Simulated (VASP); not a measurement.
# NaF (Fm-3m) in VASP: further runs, part 2 of 2

VASP 6.6.1.

## 3. Single point, PBEsol+D4

This run uses another cell than the first one, of 12.30 Å³/atom.

The input, INCAR:

```
SYSTEM = NaF
  ALGO = Normal
  EDIFF = 1E-6
  ENCUT = 520
  GGA = PS
  ISIF = 2
  ISMEAR = -1
  IVDW = 13
  LASPH = .True.
  LCHARG = .True.
  LELF = .True.
  LREAL = .False.
  LVHAR = .True.
  LWAVE = .False.
  NBANDS = 14
  NELM = 60
  PREC = Accurate
  SIGMA = 0.05
```

The input, KPOINTS:

```
k-points
0
Gamma
  10 10 10
  0 0 0
```

The input, POSCAR:

```
NaF
1.0
    0.0000000000      2.3084627191      2.3084627191
    2.3084627191      0.0000000000      2.3084627191
    2.3084627191      2.3084627191      0.0000000000
Na F
1 1
Direct
    0.0000000000      0.0000000000      0.0000000000
    0.5000000000      0.5000000000      0.5000000000
```

Potentials or basis: VASP PAW PBE potentials, release 64 (Na_pv, F).

Started as:

```
cat potpaw_PBE.64/Na_pv/POTCAR potpaw_PBE.64/F/POTCAR > POTCAR
mpirun -np 1 vasp_std > vasp.out
```

Wall time 10 s (1 thread of AMD EPYC 7R13 (Zen 3), shared host); peak memory 0.11 GiB.

Results (log left out):

```yaml
Free_energy: -8.8280 eV
Pressure: -0.1 GPa
Band_gap_on_the_k_mesh: 6.22 eV
Dispersion_energy_per_atom: -0.030 eV
```

Levels at points of the mesh, in eV from the valence-band top:
```csv
k point,band 4,band 5,band 6,band 7,band 8,band 9,band 10,band 11
"(0.00, 0.00, 0.00)",-18.74,0.00,0.00,0.00,6.22,18.92,18.92,18.92
"(0.50, 0.00, 0.00)",-17.99,-1.64,-0.26,-0.26,10.67,12.43,20.10,20.10
"(0.50, 0.50, 0.00)",-18.79,-1.32,-0.42,-0.42,13.07,13.13,13.64,19.79
```

Caveat: the PAW data sets were made with another functional, which shifts forces and pressure a little.

## 4. Single point, PBEsol+D3(BJ)

This run uses another cell than the first one, of 12.49 Å³/atom.

The input, INCAR:

```
PREC = Accurate ; ENCUT = 520
EDIFF = 1E-6 ; ISMEAR = -1
SIGMA = 0.05 ; LREAL = False
LASPH = True ; NELM = 60
ALGO = Normal ; ISIF = 2
LWAVE = False ; LCHARG = False
GGA = PS ; IVDW = 12
NBANDS = 14
```

The input, KPOINTS:

```
regular mesh
0
Gamma
  10 10 10
```

The input, POSCAR:

```
NaF
1.0
    0.0000000000      2.3200000000      2.3200000000
    2.3200000000      0.0000000000      2.3200000000
    2.3200000000      2.3200000000      0.0000000000
Na F
1 1
Direct
    0.0000000000      0.0000000000      0.0000000000
    0.5000000000      0.5000000000      0.5000000000
```

Started as:

```
cat potpaw_PBE.64/Na_pv/POTCAR potpaw_PBE.64/F/POTCAR > POTCAR
mpirun -np 1 vasp_std > vasp.out
```

Run time: 9.3 s. Hardware: 1 thread of AMD EPYC 7R13 (Zen 3), shared host; peak memory 0.12 GiB.

Results (log left out):

| Item | Value |
| --- | --- |
| Free energy | -9.0917 eV |
| Pressure | -2.6 GPa |
| Band gap on the k mesh | 6.14 eV |
| Dispersion energy per atom | -0.161 eV |

Levels at points of the mesh, in eV from the valence-band top:
| k point | band 3 | band 4 | band 5 | band 6 | band 7 | band 8 | band 9 | band 10 | band 11 | band 12 |
| --- | --- | --- | --- | --- | --- | --- | --- | --- | --- | --- |
| (0.00, 0.00, 0.00) | -18.78 | -18.78 | 0.00 | 0.00 | 0.00 | 6.14 | 18.82 | 18.82 | 18.82 | 21.49 |
| (0.50, 0.00, 0.00) | -18.79 | -18.03 | -1.61 | -0.26 | -0.26 | 10.58 | 12.30 | 19.94 | 19.94 | 22.76 |
| (0.50, 0.50, 0.00) | -18.84 | -18.79 | -1.29 | -0.41 | -0.41 | 12.95 | 13.08 | 13.49 | 19.59 | 19.59 |

Caveat: three body term missing; the PAW data sets were made with another functional, which shifts forces and pressure a little. A hybrid or GW would open this gap; PBEsol tends to underestimate it.

## 5. Single point, HSE06

This run uses another cell than the first one, of 11.74 Å³/atom.

The input, POSCAR:

```
NaF
1.0
    0.0000000000      2.2726397722      2.2726397722
    2.2726397722      0.0000000000      2.2726397722
    2.2726397722      2.2726397722      0.0000000000
Na F
1 1
Direct
    0.0000000000      0.0000000000      0.0000000000
    0.5000000000      0.5000000000      0.5000000000
```

The input, INCAR.step1:

```
ALGO = Normal
EDIFF = 1E-5
ENCUT = 520
GGA = PE
ISIF = 2
ISMEAR = -1
LASPH = True
LCHARG = False
LREAL = False
LWAVE = True
NBANDS = 14
NELM = 60
PREC = Accurate
SIGMA = 0.05
```

The input, INCAR.step2:

```
ALGO = Normal
EDIFF = 1E-6
ENCUT = 520
GGA = PE
HFSCREEN = 0.2079
ISIF = 2
ISMEAR = -1
ISTART = 1
LASPH = True
LCHARG = False
LHFCALC = True
LREAL = False
LWAVE = False
NBANDS = 14
NELM = 60
PREC = Accurate
PRECFOCK = Normal
SIGMA = 0.05
```

The input, KPOINTS:

```
k-points
0
Gamma
  6 6 6
```

Potentials or basis: VASP PAW PBE potentials, release 64 (Na_pv, F).

Started as:

```
cat potpaw_PBE.64/Na_pv/POTCAR potpaw_PBE.64/F/POTCAR > POTCAR
cp INCAR.step1 INCAR
mpirun -np 1 vasp_std > vasp.out
cp INCAR.step2 INCAR
mpirun -np 1 vasp_std > vasp.out
```

OUTCAR:

```text
EDIFF = 1E-6
   ENCUT = 520
   GGA = PE
   HFSCREEN = 0.2079
   ISIF = 2
   ISMEAR = -1
   ISTART = 1
   LASPH = True
   LHFCALC = True
   LREAL = False
   NELM = 60
   PREC = Accurate
   PRECFOCK = Normal

 ion  position               nearest neighbor table
   1  0.000  0.000  0.000-   2 2.27   2 2.27   2 2.27   2 2.27   2 2.27   2 2.27
   2  0.500  0.500  0.500-   1 2.27   1 2.27   1 2.27   1 2.27   1 2.27   1 2.27

  LATTYP: Found a face centered cubic cell.
 ALAT       =     4.5452795444

  Lattice vectors:

 A1 = (   0.0000000000,   2.2726397722,   2.2726397722)
 A2 = (   2.2726397722,   0.0000000000,   2.2726397722)
 A3 = (   2.2726397722,   2.2726397722,   0.0000000000)

Analysis of symmetry for initial positions (statically):
=====================================================================
 Subroutine PRICEL returns:
 Original cell was already a primitive cell.

 Routine SETGRP: Setting up the symmetry group for a
 face centered cubic supercell.

 Subroutine GETGRP returns: Found 48 space group operations
 (whereof 48 operations were pure point group operations)
[... 174 lines left out ...]
      4     -23.7051      2.00000
      5      -3.5180      2.00000
      6      -3.5180      2.00000
      7      -3.5180      2.00000
      8       5.2868      0.00000
      9      18.2945      0.00000
     10      18.2945      0.00000
     11      18.2945      0.00000
     12      21.0288      0.00000
     13      23.7410      0.00000
     14      23.7410      0.00000
[... 241 lines left out ...]
      1     -24.3843      2.00000
      2     -23.8420      2.00000
      3     -23.7915      2.00000
      4     -23.4003      2.00000
      5      -4.7227      2.00000
      6      -4.2464      2.00000
      7      -4.1206      2.00000
      8      12.3278      0.00000
      9      12.4812      0.00000
     10      14.1466      0.00000
     11      17.4901      0.00000
     12      21.2893      0.00000
     13      25.9495      0.00000
     14      26.2409      0.00000

------------------------ aborting loop because EDIFF is reached ----------------------------------------

  FORCE on cell =-STRESS in cart. coord.  units (eV):
  Direction    XX          YY          ZZ          XY          YZ          ZX
  --------------------------------------------------------------------------------------
  -------------------------------------------------------------------------------------
  Total        0.5322502      0.5322502      0.5322502      0.0000000     -0.0000000     -0.0000000
  in kB       36.3249135     36.3249135     36.3249135      0.0000000     -0.0000000     -0.0000000
  external PRESSURE =      36.3249135 kB  Pullay stress =       0.0000000 kB

 VOLUME and BASIS-vectors are now :
 -----------------------------------------------------------------------------
  energy-cutoff  :      520.00
  volume of cell :       23.48
      direct lattice vectors                 reciprocal lattice vectors
     0.000000000  2.272639772  2.272639772    -0.220008470  0.220008470  0.220008470
     2.272639772  0.000000000  2.272639772     0.220008470 -0.220008470  0.220008470
     2.272639772  2.272639772  0.000000000     0.220008470  0.220008470 -0.220008470

 POSITION                                       TOTAL-FORCE (eV/Angst)
 -----------------------------------------------------------------------------------
      0.00000      0.00000      0.00000         0.000000     -0.000000      0.000000
      2.27264      2.27264      2.27264        -0.000000      0.000000     -0.000000
 -----------------------------------------------------------------------------------
    total drift:                               -0.000010     -0.000013     -0.000013

  FREE ENERGIE OF THE ION-ELECTRON SYSTEM (eV)
  ---------------------------------------------------
  free  energy   TOTEN  =       -10.2947461319 eV

  energy  without entropy=      -10.2947461319  energy(sigma->0) =      -10.29474613
```

Wall time 8.5 min (1 thread of Intel Xeon Platinum 8488C (Sapphire Rapids), shared host); peak memory 0.23 GiB.

Results:

| Item | Value |
| --- | --- |
| Free energy | -10.2947 eV |
| Pressure | 3.6 GPa |
| Band gap on the k mesh | 8.80 eV |

Caveat: the cell stands under pressure; the PAW data sets were made with another functional, which shifts forces and pressure a little.

## 6. Overview

| level | cell | k mesh | grid for exact exchange (PRECFOCK) | share of exact exchange | screening parameter | gap on the mesh (eV) | pressure (GPa) |
| --- | --- | --- | --- | --- | --- | --- | --- |
| PBEsol+D3(BJ) | a = 3.233 Å, angles 60.0°, 2 atoms | 10 × 10 × 10 | - | - | - | 6.37 | -0.4 |
| PBEsol+D4 | a = 3.265 Å, angles 60.0°, 2 atoms | 10 × 10 × 10 | - | - | - | 6.22 | -0.1 |
| PBEsol+D3(BJ) | a = 3.281 Å, angles 60.0°, 2 atoms | 10 × 10 × 10 | - | - | - | 6.14 | -2.6 |
| HSE06 | a = 3.214 Å, angles 60.0°, 2 atoms | 6 × 6 × 6 | Normal | 0.25 | 0.2079 1/Å | 8.80 | 3.6 |

Alike in all rows: task single point; potentials or basis VASP PAW PBE potentials, release 64 (Na_pv, F); no spin polarisation; cutoff (eV) 520; smearing fermi-dirac 0.05 eV.

Caveats: the PAW data sets were made with another functional, which shifts forces and pressure a little; three body term missing (at least some runs); the cell stands under pressure (at least some runs).

Absolute energies hang on the potentials; compare differences alone.
